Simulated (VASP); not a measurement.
# CsP2Pb (P4/mmm) in VASP: further runs

CsP2Pb is run at these levels: PBE; tasks: single point, relaxation of cell and atoms.

Program: VASP 6.6.1. These are calculated values, not measurements. Logs are shortened: lines on timing, memory, paths and dates and some standing lists are left out, and cuts for length are marked.

### Step 1. The cell of the first run

Symmetry: P4/mmm, No. 123, tetragonal system. Conventional cell: a = 4.438 Å, b = 4.438 Å, c = 6.204 Å, α = 90.00°, β = 90.00°, γ = 90.00°. Within 4.1 Å of Cs (site symmetry 4/mmm) lie 6 P at 3.10 to 3.14 Å. P (site symmetry 4/mmm) has 2 Cs at 3.10 Å and 4 Pb at 3.14 Å within 4.1 Å. Within 4.1 Å of P (site symmetry 4/mmm) lie 2 Pb at 3.10 Å and 4 Cs at 3.14 Å. Pb (site symmetry 4/mmm) has 6 P at 3.10 to 3.14 Å within 4.1 Å.

### Step 2. Single point, PBE

Input file INCAR:

```
ALGO = Normal
EDIFF = 1E-6
ENCUT = 520
GGA = PE
ISIF = 2
ISMEAR = 0
LASPH = T
LCHARG = F
LREAL = F
LWAVE = F
NBANDS = 24
NELM = 100
PREC = Accurate
SIGMA = 0.1
```

Input file KPOINTS:

```
k-points
0
Gamma
  10 10 8
```

Input file POSCAR:

```
CsP2Pb
1.0
    4.4375578935      0.0000000000      0.0000000000
    0.0000000000      4.4375578935      0.0000000000
    0.0000000000      0.0000000000      6.2038533299
Cs P Pb
1 2 1
Direct
    0.0000000000      0.0000000000      0.0000000000
    0.0000000000      0.0000000000      0.5000000000
    0.5000000000      0.5000000000      0.0000000000
    0.5000000000      0.5000000000      0.5000000000
```

Potentials or basis: VASP PAW PBE potentials, release 64 (Cs_sv, P, Pb_d).

Launch:

```
cat potpaw_PBE.64/Cs_sv/POTCAR potpaw_PBE.64/P/POTCAR potpaw_PBE.64/Pb_d/POTCAR > POTCAR
mpirun -np 1 vasp_std > vasp.out
```

OUTCAR:

```text
EDIFF = 1E-6
   ENCUT = 520
   GGA = PE
   ISIF = 2
   ISMEAR = 0
   LASPH = T
   LREAL = F
   NELM = 100
   PREC = Accurate

 ion  position               nearest neighbor table
   1  0.000  0.000  0.000-
   2  0.000  0.000  0.500-   4 3.14   4 3.14   4 3.14   4 3.14
   3  0.500  0.500  0.000-   4 3.10   4 3.10
   4  0.500  0.500  0.500-   3 3.10   3 3.10   2 3.14   2 3.14   2 3.14   2 3.14

  LATTYP: Found a simple tetragonal cell.
 ALAT       =     4.4375578935
 C/A-ratio  =     1.3980332153

  Lattice vectors:

 A1 = (   4.4375578935,   0.0000000000,   0.0000000000)
 A2 = (   0.0000000000,   4.4375578935,   0.0000000000)
 A3 = (   0.0000000000,   0.0000000000,   6.2038533299)

Analysis of symmetry for initial positions (statically):
=====================================================================
 Subroutine PRICEL returns:
 Original cell was already a primitive cell.

 Routine SETGRP: Setting up the symmetry group for a
 simple tetragonal supercell.

 Subroutine GETGRP returns: Found 16 space group operations
 (whereof 16 operations were pure point group operations)
 out of a pool of 16 trial point group operations.

The static configuration has the point symmetry D_4h.

Analysis of symmetry for dynamics (positions and initial velocities):
=====================================================================
 Subroutine PRICEL returns:
 Original cell was already a primitive cell.

 Routine SETGRP: Setting up the symmetry group for a
 simple tetragonal supercell.

 Subroutine GETGRP returns: Found 16 space group operations
 (whereof 16 operations were pure point group operations)
 out of a pool of 16 trial point group operations.

The dynamic configuration has the point symmetry D_4h.

 Subroutine INISYM returns: Found 16 space group operations
 (whereof 16 operations are pure point group operations),
 and found     1 'primitive' translations

----------------------------------------------------------------------------------------

                                     Primitive cell

[... 86 lines left out ...]
   ISTART =      0    job   : 0-new  1-cont  2-samecut
   ICHARG =      2    charge: 1-file 2-atom 10-const
   ISPIN  =      1    spin polarized calculation?
   LNONCOLLINEAR =      F non collinear calculations
   LSORBIT =      F    spin-orbit coupling
   LASPH  =      T    aspherical Exc in radial PAW
   ENCUT  =  520.0 eV  38.22 Ry    6.18 a.u.   8.25  8.25 11.54*2*pi/ulx,y,z
   NELM   =    100;   NELMIN=  2; NELMDL= -5     # of ELM steps
   EDIFF  = 0.1E-05   stopping-criterion for ELM
   LREAL  =      F    real-space projection
   EDIFFG = 0.1E-04   stopping-criterion for IOM
   NSW    =      0    number of steps for IOM
   IBRION =     -1    ionic relax: 0-MD 1-quasi-New 2-CG
   NFREE  =      0    steps in history (QN), initial steepest desc. (CG)
   ISIF   =      2    stress and relaxation
   ISYM   =      2    0-nonsym 1-usesym 2-fastsym
   POTIM  = 0.5000    time-step for ionic-motion
   TEBEG  =    0.0;   TEEND  =   0.0 temperature during run
   PSTRESS=    0.0 pullay stress
   NELECT =      33.0000    total number of electrons
   NUPDOWN=      -1.0000    fix difference up-down
   EMIN   =  10.00;   EMAX   =-10.00  energy-range for DOS
   EFERMI =   0.00;   METHOD = LEGACY
   ISMEAR =     0;   SIGMA  =   0.10  broadening in eV -4-tet -1-fermi 0-gaus
   EFERMI_NEDOS =   21; number of points for ismear=-14 and -15
   IALGO  =     38    algorithm
   IMIX   =      4    mixing-type and parameters
     AMIX     =   0.40;   BMIX     =  1.00
     AMIX_MAG =   1.60;   BMIX_MAG =  1.00
  volume/ion in A,a.u.               =      30.54       206.10
  Fermi-wavevector in a.u.,A,eV,Ry     =   1.058270  1.999839 15.237632  1.119934
  Thomas-Fermi vector in A             =   2.193573
   LORBIT       =      0    0 simple, 1 ext, 2 COOP (PROOUT), +10 PAW based schemes
   GGA     = PE    functional components
   LHFCALC =     F    Hartree Fock is set to
   AEXX    =    0.0000 exact exchange contribution
   IVDW    =     0    specifies the selected vdW correction
   LEPSILON=     F    determine dielectric tensor
   LRPA    =     F    only Hartree local field effects (RPA)
 non-spin polarized calculation
 Gauss-broadening in eV      SIGMA  =   0.10
  energy-cutoff  :      520.00
  volume of cell :      122.17
 maximum number of plane-waves:      3319
 NGX is ok and might be reduce to    36
   NGX = 17   NGY = 17   NGZ = 23

 number of electron      32.9999993 magnetization

 Free energy of the ion-electron system (eV)
  ---------------------------------------------------
  ext. energy  EPLUGINS =         0.00000000
  ---------------------------------------------------
  free energy    TOTEN  =       -12.55904885 eV

  energy without entropy =      -12.54125943  energy(sigma->0) =      -12.55015414

 E-fermi :   3.4787     XC(G=0):  -9.0818

 val. band max:        3.4693618789   @ k =   0.5000   0.1000   0.1250
 cond. band min:       3.4889973929   @ k =   0.3000   0.2000   0.2500
 fundamental gap:      0.0196355140
 Fermi energy:         3.4786906511

 k-point     1 :       0.0000    0.0000    0.0000
  band No.  band energies     occupation
      1     -17.4738      2.00000
      2     -12.9995      2.00000
      3     -12.9916      2.00000
      4     -12.9723      2.00000
      5     -12.9637      2.00000
      6     -12.9637      2.00000
[... 637 lines left out ...]
     23       8.8538      0.00000
     24       9.1057      0.00000

 [... further k-points ...]

------------------------ aborting loop because EDIFF is reached ----------------------------------------

  FORCE on cell =-STRESS in cart. coord.  units (eV):
  Direction    XX          YY          ZZ          XY          YZ          ZX
  --------------------------------------------------------------------------------------
  -------------------------------------------------------------------------------------
  Total        0.0575635      0.0575635      0.0632598      0.0000000      0.0000000      0.0000000
  in kB        0.7549326      0.7549326      0.8296389      0.0000000      0.0000000      0.0000000
  external PRESSURE =       0.7798347 kB  Pullay stress =       0.0000000 kB

 VOLUME and BASIS-vectors are now :
 -----------------------------------------------------------------------------
  energy-cutoff  :      520.00
  volume of cell :      122.17
      direct lattice vectors                 reciprocal lattice vectors
     4.437557894  0.000000000  0.000000000     0.225349173  0.000000000  0.000000000
     0.000000000  4.437557894  0.000000000     0.000000000  0.225349173  0.000000000
     0.000000000  0.000000000  6.203853330     0.000000000  0.000000000  0.161190142

 POSITION                                       TOTAL-FORCE (eV/Angst)
 -----------------------------------------------------------------------------------
      0.00000      0.00000      0.00000         0.000000      0.000000      0.000000
      0.00000      0.00000      3.10193         0.000000      0.000000      0.000000
      2.21878      2.21878      0.00000         0.000000      0.000000      0.000000
      2.21878      2.21878      3.10193         0.000000      0.000000      0.000000
 -----------------------------------------------------------------------------------
    total drift:                                0.000000      0.000000      0.000000

  FREE ENERGIE OF THE ION-ELECTRON SYSTEM (eV)
  ---------------------------------------------------
  free  energy   TOTEN  =       -12.5590488472 eV

  energy  without entropy=      -12.5412594272  energy(sigma->0) =      -12.55015414
```

Wall time 1.9 min (1 thread of Intel Xeon 6975P-C (Granite Rapids), shared host); peak memory 0.45 GiB.

What came out:

| Item | Value |
| --- | --- |
| Free energy | -12.5590 eV |
| Pressure | 0.1 GPa |

Caveat: spin-orbit coupling is left out, which moves the levels of the heavy elements.

(Continued in part 2 of 2.)
